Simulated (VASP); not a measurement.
Here is a VASP 6.6.1 calculation.

Contents of INCAR:

```
ALGO = Normal
EDIFF = 1E-6
ENCUT = 520
GGA = PE
ISIF = 2
ISMEAR = 0
LASPH = True
LCHARG = True
LELF = True
LREAL = False
LVHAR = True
LWAVE = False
NBANDS = 24
NELM = 100
PREC = Accurate
SIGMA = 0.1
```

The input KPOINTS:

```
k-points
0
Gamma
  14 14 6
```

POSCAR

```
GaSeS2
1.0
    3.5217394100      0.0000000000      0.0000000000
    0.0000000000      3.5217394100      0.0000000000
    0.0000000000      0.0000000000      7.3249944012
Ga Se S
1 1 2
Direct
    0.0000000000      0.0000000000      0.0000000000
    0.5000000000      0.5000000000      0.5000000000
    0.0000000000      0.5000000000      0.2028378448
    0.5000000000      0.0000000000      0.7971621552
```

Potentials or basis: VASP PAW PBE potentials, release 64 (Ga_d, Se, S).

Run with:

```sh
$ cat potpaw_PBE.64/Ga_d/POTCAR potpaw_PBE.64/Se/POTCAR potpaw_PBE.64/S/POTCAR > POTCAR
$ mpirun -np 1 vasp_std > vasp.out
```

Estimate the pressure.

0.0 GPa.

What does it give for the largest force?

0.006 eV/Å.

Estimate the band gap on the k mesh.

zero (an odd number of electrons rules out a gap without spin polarisation).

Forces on the atoms (eV/Å):
```
Ga   0.000  0.000  0.000
Se   0.000  0.000  0.000
S    0.000  0.000 -0.006
S    0.000  0.000  0.006
```
